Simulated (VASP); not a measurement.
Input of a VASP 6.6.1 run:

File INCAR:

```
SYSTEM = ZrC
PREC = Accurate
ENCUT = 520
EDIFF = 1E-7
ISMEAR = -1
SIGMA = 0.05
LREAL = .FALSE.
LASPH = .TRUE.
NELM = 150
ALGO = Normal
ISIF = 2
LWAVE = .FALSE.
LCHARG = .FALSE.
ISPIN = 2
MAGMOM = 1.6 0
LORBIT = 11
NUPDOWN = 1.6
LMAXMIX = 4
GGA = PE
NBANDS = 19
```

The input KPOINTS:

```
regular mesh
0
G
  12 12 12
  0 0 0
```

The input POSCAR:

```
ZrC
1.0
    0.0000000000      2.3650000000      2.3650000000
    2.3650000000      0.0000000000      2.3650000000
    2.3650000000      2.3650000000      0.0000000000
Zr C
1 1
Direct
    0.5000000000      0.5000000000      0.5000000000
    0.0000000000      0.0000000000      0.0000000000
```

Potentials or basis: VASP PAW PBE potentials, release 64 (Zr_sv, C).

Launch:

```bash
$ cat potpaw_PBE.64/Zr_sv/POTCAR potpaw_PBE.64/C/POTCAR > POTCAR
$ mpirun -np 1 vasp_std > vasp.out
```

(1) Predict the pressure.

## Answers

(1) 7.7 GPa.

Caveat: the cell stands under pressure; the total moment is fixed, so each spin has its own Fermi level and the state may be an excited one.
